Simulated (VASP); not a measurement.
CoSn, 6 atoms in the cell. It takes space group P6/mmm (No. 191, hexagonal). The conventional cell has a = 5.191 Å, b = 5.191 Å, c = 4.281 Å, α = 90.00°, β = 90.00°, γ = 120.00°. Within 3.4 Å of Co (site symmetry mmm) lie 4 Co at 2.60 Å and 6 Sn at 2.60 to 2.61 Å. Within 3.4 Å of Sn (site symmetry -6m2) lie 6 Co at 2.61 Å and 3 Sn at 3.00 Å. Within 3.4 Å of Sn (site symmetry 6/mmm) lie 6 Co at 2.60 Å.  This cell differs from its parent crystal: biaxial strain in the a-b plane: -2.0 %.

```yaml
Program: VASP 6.6.1
Task: single point
Functional: PBE
Potentials_or_basis: VASP PAW PBE potentials, release 64 (Co, Sn_d)
Cutoff: 520 eV
k_mesh: 12 × 12 × 8
Occupations: gaussian, width 0.1 eV
Spin: no spin polarisation
Dipole_correction: no
Further_INCAR_settings: ALGO = Fast; EDIFF = 1e-06; NBANDS = 44
```

Potentials or basis: VASP PAW PBE potentials, release 64 (Co, Sn_d).

Run with:

```bash
$ cat potpaw_PBE.64/Co/POTCAR potpaw_PBE.64/Sn_d/POTCAR > POTCAR
$ mpirun -np 1 vasp_std > vasp.out
```

Hardware: 1 thread of Intel(R) Xeon(R) 6975P-C (Granite Rapids), on a shared host.

Estimate the wall time of this run.

Run time: 3.4 min on 1 thread of Intel(R) Xeon(R) 6975P-C (Granite Rapids), on a shared host, peak memory 0.45 GiB. Counts: scf iterations 16, k points 95.
